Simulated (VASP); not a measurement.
A run of VASP 6.6.1 is set up as follows.

POSCAR

```
CaF2
1.0
   -0.0000000000      2.6673359631      2.6673359631
    2.6673359631     -0.0000000000      2.6673359631
    2.6673359631      2.6673359631      0.0000000000
  Ca              F
     1     2
Direct
     0.0000000000000000    1.0000000000000000    0.0000000000000000
     0.2500000000000000    0.2500000000000000    0.2500000000000000
     0.7500000000000000    0.7500000000000000    0.7500000000000000
```

The input INCAR.step1:

```
PREC     = Accurate       # precision mode
ENCUT    = 600            # plane-wave cutoff, eV
EDIFF    = 1E-8           # SCF threshold, eV
ISMEAR   = 0              # smearing method
SIGMA    = 0.03           # smearing width, eV
LREAL    = False          # projectors in reciprocal space
LASPH    = True           # aspherical terms in the spheres
NELM     = 80             # most SCF steps
ALGO     = Normal         # electronic algorithm
ISIF     = 3              # what is computed and relaxed
LWAVE    = False          # write WAVECAR
LCHARG   = False          # write CHGCAR
PSTRESS  = 15.0         
KPAR     = 2            
IBRION   = 2              # ionic algorithm
NSW      = 40             # ionic steps
EDIFFG   = -0.002         # ionic threshold
```

INCAR.step2

```
PREC     = Accurate       # precision mode
ENCUT    = 600            # plane-wave cutoff, eV
EDIFF    = 1E-8           # SCF threshold, eV
ISMEAR   = 0              # smearing method
SIGMA    = 0.03           # smearing width, eV
LREAL    = False          # projectors in reciprocal space
LASPH    = True           # aspherical terms in the spheres
NELM     = 80             # most SCF steps
ALGO     = Normal         # electronic algorithm
ISIF     = 2              # what is computed and relaxed
LWAVE    = False          # write WAVECAR
LCHARG   = False          # write CHGCAR
PSTRESS  = 15.0         
KPAR     = 2            
IBRION   = 6              # ionic algorithm
NFREE    = 2            
POTIM    = 0.015          # step
NSW      = 1              # ionic steps
```

The input KPOINTS:

```
Automatic mesh
0
Gamma
  8 8 8
```

Potentials or basis: VASP PAW LDA potentials, release 64 (Ca_sv, F).

Launch:

```console
$ cat potpaw_LDA.64/Ca_sv/POTCAR potpaw_LDA.64/F/POTCAR > POTCAR
$ cp INCAR.step1 INCAR
$ mpirun -np 2 vasp_std > vasp.out
$ cp CONTCAR POSCAR
$ cp INCAR.step2 INCAR
$ mpirun -np 2 vasp_std > vasp.out
```

(1) What does it give for the highest phonon frequency at Γ, LO-TO splitting left out?

(2) What does it give for the relaxed volume?

Answers

(1) 348 cm⁻¹.

(2) 12.47 Å³/atom.
